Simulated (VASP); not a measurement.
# SiC in VASP: a series of runs, part 2 of 2

VASP 6.6.1. The steps go on from the part before.

## (5) Single point, r2SCAN (strain -0.025 along x and y, -0.025 along z)

POSCAR reads:

```
SiC
1.0
    0.0000000000      2.1236913609      2.1236913609
    2.1236913609      0.0000000000      2.1236913609
    2.1236913609      2.1236913609      0.0000000000
Si C
1 1
Direct
    0.0000000000      0.0000000000      0.0000000000
    0.7500000000      0.7500000000      0.7500000000
```

INCAR.step1 reads:

```
ALGO = Normal ; EDIFF = 1E-4
ENCUT = 520 ; GGA = PE
ISMEAR = 0 ; LASPH = True
LCHARG = False ; LREAL = False
LWAVE = True ; NBANDS = 11
NELM = 60 ; PREC = Accurate
SIGMA = 0.05
```

INCAR.step2 reads:

```
ALGO = Normal ; EDIFF = 1E-6
ENCUT = 520 ; ISIF = 2
ISMEAR = 0 ; ISTART = 1
LASPH = True ; LCHARG = True
LELF = True ; LMIXTAU = True
LREAL = False ; LVHAR = True
LWAVE = False ; METAGGA = R2SCAN
NBANDS = 11 ; NELM = 60
PREC = Accurate ; SIGMA = 0.05
```

KPOINTS reads:

```
k-points
0
Gamma
  10 10 10
```

Potentials or basis: VASP PAW PBE potentials, release 64 (Si, C).

Launch:

```sh
$ cat potpaw_PBE.64/Si/POTCAR potpaw_PBE.64/C/POTCAR > POTCAR
$ cp INCAR.step1 INCAR
$ mpirun -np 1 vasp_std > vasp.out
$ cp INCAR.step2 INCAR
$ mpirun -np 1 vasp_std > vasp.out
```

OUTCAR:

```text
EDIFF = 1E-6
   ENCUT = 520
   ISIF = 2
   ISMEAR = 0
   ISTART = 1
   LASPH = True
   LREAL = False
   METAGGA = R2SCAN
   NELM = 60
   PREC = Accurate

 ion  position               nearest neighbor table
   1  0.000  0.000  0.000-   2 1.84   2 1.84   2 1.84   2 1.84
   2  0.750  0.750  0.750-   1 1.84   1 1.84   1 1.84   1 1.84

  LATTYP: Found a face centered cubic cell.
 ALAT       =     4.2473827218

  Lattice vectors:

[... 523 lines left out ...]

------------------------ aborting loop because EDIFF is reached ----------------------------------------

  FORCE on cell =-STRESS in cart. coord.  units (eV):
  Direction    XX          YY          ZZ          XY          YZ          ZX
  --------------------------------------------------------------------------------------
  -------------------------------------------------------------------------------------
  Total        2.3583101      2.3583101      2.3583101      0.0000000      0.0000000     -0.0000000
  in kB      197.2455836    197.2455836    197.2455836      0.0000000      0.0000000     -0.0000000
  external PRESSURE =     197.2455836 kB  Pullay stress =       0.0000000 kB

 VOLUME and BASIS-vectors are now :
 -----------------------------------------------------------------------------
  energy-cutoff  :      520.00
  volume of cell :       19.16
      direct lattice vectors                 reciprocal lattice vectors
     0.000000000  2.123691361  2.123691361    -0.235439108  0.235439108  0.235439108
     2.123691361  0.000000000  2.123691361     0.235439108 -0.235439108  0.235439108
     2.123691361  2.123691361  0.000000000     0.235439108  0.235439108 -0.235439108

 POSITION                                       TOTAL-FORCE (eV/Angst)
 -----------------------------------------------------------------------------------
      0.00000      0.00000      0.00000         0.000000     -0.000000      0.000000
      3.18554      3.18554      3.18554        -0.000000      0.000000     -0.000000
 -----------------------------------------------------------------------------------
    total drift:                                0.000000      0.000000      0.000000

  FREE ENERGIE OF THE ION-ELECTRON SYSTEM (eV)
  ---------------------------------------------------
  free  energy   TOTEN  =       -19.2398024522 eV

  energy  without entropy=      -19.2398024522  energy(sigma->0) =      -19.23980245
```

It took 36 s on 1 thread of Intel Xeon 8259CL, shared host; peak memory 0.14 GiB.

What came out:

```
Free energy            : -19.2398 eV
Pressure               : 19.7 GPa
Band gap on the k mesh : 1.67 eV, indirect (least direct gap 5.15 eV)
```

Caveat: the cell differs from its parent crystal (strain -0.025 along x and y, -0.025 along z); the PAW data sets were made with another functional, which shifts forces and pressure a little. A k mesh can miss the band edges.

## (6) Single point, r2SCAN (strain +0.025 along x and y, +0.025 along z)

POSCAR reads:

```
SiC
1.0
    0.0000000000      2.2325986101      2.2325986101
    2.2325986101      0.0000000000      2.2325986101
    2.2325986101      2.2325986101      0.0000000000
Si C
1 1
Direct
    0.0000000000      0.0000000000      0.0000000000
    0.7500000000      0.7500000000      0.7500000000
```

INCAR.step1 reads:

```
SYSTEM = SiC
PREC = Accurate ; ENCUT = 520
ISMEAR = 0 ; SIGMA = 0.05
LREAL = .FALSE. ; LASPH = .TRUE.
NELM = 100 ; NBANDS = 11
GGA = PE ; ALGO = Normal
EDIFF = 1E-4 ; LWAVE = .TRUE.
LCHARG = .FALSE.
```

INCAR.step2 reads:

```
SYSTEM = SiC
PREC = Accurate ; ENCUT = 520
EDIFF = 1E-7 ; ISMEAR = 0
SIGMA = 0.05 ; LREAL = .FALSE.
LASPH = .TRUE. ; NELM = 100
ALGO = Normal ; ISIF = 2
LWAVE = .FALSE. ; LCHARG = .FALSE.
METAGGA = R2SCAN ; LMIXTAU = .TRUE.
NBANDS = 11 ; ISTART = 1
```

KPOINTS reads:

```
regular mesh
0
G
  10 10 10
  0 0 0
```

Potentials or basis: VASP PAW PBE potentials, release 64 (Si, C).

Launch:

```sh
$ cat potpaw_PBE.64/Si/POTCAR potpaw_PBE.64/C/POTCAR > POTCAR
$ cp INCAR.step1 INCAR
$ mpirun -np 1 vasp_std > vasp.out
$ cp INCAR.step2 INCAR
$ mpirun -np 1 vasp_std > vasp.out
```

It took 37 s on 1 thread of Intel Xeon 8259CL, shared host; peak memory 0.15 GiB.

It converged, with:

```
Free energy            : -19.2493 eV
Pressure               : -14.7 GPa
Band gap on the k mesh : 1.77 eV, indirect (least direct gap 4.96 eV)
```

Levels at points of the mesh, in eV from the valence-band top:
```tsv
k point	band 2	band 3	band 4	band 5	band 6	band 7
(0.00, 0.00, 0.00)	0.00	0.00	0.00	5.92	7.32	7.32
(0.50, 0.00, 0.00)	-8.43	-1.09	-1.09	5.30	7.43	7.43
(0.50, 0.50, 0.00)	-7.83	-3.19	-3.19	1.77	4.54	14.23
```

Caveat: the cell differs from its parent crystal (strain +0.025 along x and y, +0.025 along z); the PAW data sets were made with another functional, which shifts forces and pressure a little. A k mesh can miss the band edges.

## (7) The runs side by side

| cell | gap on the mesh (eV) | pressure (GPa) |
| --- | --- | --- |
| a = 3.196, b = 3.196, c = 3.157 Å, angles 60.4, 60.4, 59.2°, 2 atoms | 1.65 | -18.5 |
| a = 3.196, b = 3.196, c = 3.234 Å, angles 59.6, 59.6, 60.8°, 2 atoms | 1.55 | -21.9 |
| a = 2.926 Å, angles 60.0°, 2 atoms | 1.61 | 46.6 |
| a = 3.003 Å, angles 60.0°, 2 atoms | 1.67 | 19.7 |
| a = 3.157 Å, angles 60.0°, 2 atoms | 1.77 | -14.7 |

Alike in all rows: task single point; level r2SCAN; potentials or basis VASP PAW PBE potentials, release 64 (Si, C); no spin polarisation; k mesh 10 × 10 × 10; cutoff (eV) 520; smearing gaussian 0.05 eV.

Caveats: the PAW data sets were made with another functional, which shifts forces and pressure a little.

Total energies depend on the potentials used, so only differences within one code and one set of settings carry meaning.
